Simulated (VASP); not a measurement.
Set up this calculation in VASP 6.6.1, as the native input.

```yaml
Task: single point
Functional: PBE
Potentials_or_basis: VASP PAW PBE potentials, release 64 (Ca_sv, S)
Cutoff: 500 eV
k_mesh: 8 × 8 × 8
Occupations: methfessel-paxton, width 0.1 eV
Spin: no spin polarisation
Dipole_correction: no
Further_INCAR_settings: ALGO = Normal; EDIFF = 1e-06; NBANDS = 15
```

The structure of CaS lies in POSCAR:

```
CaS
1.0
    0.0000000000      2.8523742917      2.8523742917
    2.8523742917      0.0000000000      2.8523742917
    2.8523742917      2.8523742917      0.0000000000
Ca S
1 1
Direct
    0.0000000000      0.0000000000      0.0000000000
    0.5000000000      0.5000000000      0.5000000000
```

The input as run:

INCAR

```
PREC     = Accurate       # precision mode
ENCUT    = 500            # plane-wave cutoff, eV
EDIFF    = 1E-6           # SCF threshold, eV
ISMEAR   = 1              # smearing method
SIGMA    = 0.1            # smearing width, eV
LREAL    = F              # projectors in reciprocal space
LASPH    = T              # aspherical terms in the spheres
NELM     = 120            # most SCF steps
ALGO     = Normal         # electronic algorithm
ISIF     = 2              # what is computed and relaxed
LWAVE    = F              # write WAVECAR
LCHARG   = T              # write CHGCAR
GGA      = PE             # functional
LELF     = T              # ELF
LVHAR    = T            
NBANDS   = 15             # bands
GGA_COMPAT= F
```

KPOINTS

```
regular mesh
0
Gamma
  8 8 8
```

Potentials or basis: VASP PAW PBE potentials, release 64 (Ca_sv, S).

Launch:

```bash
$ cat potpaw_PBE.64/Ca_sv/POTCAR potpaw_PBE.64/S/POTCAR > POTCAR
$ mpirun -np 1 vasp_std > vasp.out
```

Results of the run:

```
Pressure               : 0.4 GPa
Band gap on the k mesh : 2.37 eV, indirect (least direct gap 3.17 eV)
```

Wall time 8.6 s on 1 thread of Intel(R) Xeon(R) 6975P-C (Granite Rapids) (shared host), peak memory 0.17 GiB.
